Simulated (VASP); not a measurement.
Write the native input for VASP 6.6.1 that does the following.

| Quantity | Value |
| --- | --- |
| Task | single point |
| Functional | PBE |
| Potentials or basis | VASP PAW PBE potentials, release 64 (Hf_pv, O) |
| Cutoff | 520 eV |
| k mesh | 12 × 12 × 10 |
| Occupations | gaussian, width 0.1 eV |
| Spin | no spin polarisation |
| Dipole correction | no |
| Further INCAR settings | ALGO = Normal; EDIFF = 1e-06; NBANDS = 38 |

The structure of HfO3 lies in POSCAR:

```
HfO3
1.0
    4.5137116070      0.0000000000      0.0000000000
   -2.2568558035      3.9089889170      0.0000000000
    0.0000000000      0.0000000000      4.2263052409
Hf O
2 6
Direct
    0.3333333333      0.6666666667      0.2500000000
    0.6666666667      0.3333333333      0.7500000000
    0.8242930043      0.6485860087      0.2500000000
    0.1757069957      0.8242930043      0.7500000000
    0.3514139913      0.1757069957      0.2500000000
    0.1757069957      0.3514139913      0.7500000000
    0.8242930043      0.1757069957      0.2500000000
    0.6485860087      0.8242930043      0.7500000000
```

One way to write it, as run:

INCAR

```
PREC = Accurate ; ENCUT = 520
EDIFF = 1E-6 ; ISMEAR = 0
SIGMA = 0.1 ; LREAL = F
LASPH = T ; NELM = 80
ALGO = Normal ; ISIF = 2
LWAVE = F ; LCHARG = T
GGA = PE ; LELF = T
LVHAR = T ; NBANDS = 38
```

KPOINTS

```
Automatic mesh
0
Gamma
  12 12 10
```

Potentials or basis: VASP PAW PBE potentials, release 64 (Hf_pv, O).

The run is started by

```bash
$ cat potpaw_PBE.64/Hf_pv/POTCAR potpaw_PBE.64/O/POTCAR > POTCAR
$ mpirun -np 1 vasp_std > vasp.out
```

Results of the run:

* Pressure: -3.4 GPa
* Largest force: 0.045 eV/Å
* Band gap on the k mesh: zero (bands 28 and 29 overlap by 1.16 eV)

Caveat: the cell stands under tension; spin-orbit coupling is left out, which moves the levels of the heavy elements.

Wall time 6.2 min on 1 thread of AMD EPYC 7R13, on a shared host, peak memory 0.34 GiB.
